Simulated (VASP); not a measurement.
A run of VASP 6.6.1 is set up as follows.

INCAR

```
ALGO = Normal ; EDIFF = 1E-7
ENCUT = 520 ; GGA = PS
ISIF = 2 ; ISMEAR = 0
LASPH = T ; LCHARG = F
LREAL = F ; LWAVE = F
NBANDS = 7 ; NELM = 80
PREC = Accurate ; SIGMA = 0.1
```

KPOINTS

```
k-points
0
Gamma
  30 30 30
```

POSCAR

```
Be
1.0
    0.0000000000      1.5732812113      1.5732812113
    1.5732812113      0.0000000000      1.5732812113
    1.5732812113      1.5732812113      0.0000000000
Be
1
Direct
    0.5000000000      0.5000000000      0.5000000000
```

Potentials or basis: VASP PAW PBE potentials, release 64 (Be).

Command:

```sh
$ cat potpaw_PBE.64/Be/POTCAR > POTCAR
$ mpirun -np 1 vasp_std > vasp.out
```

Problem. What does it give for the band gap on the k mesh?

Solution. Zero (bands 1 and 2 overlap by 0.71 eV).

Problem. What does it give for the pressure?

Solution. 0.4 GPa.

Caveat: the PAW data sets were made with another functional, which shifts forces and pressure a little.
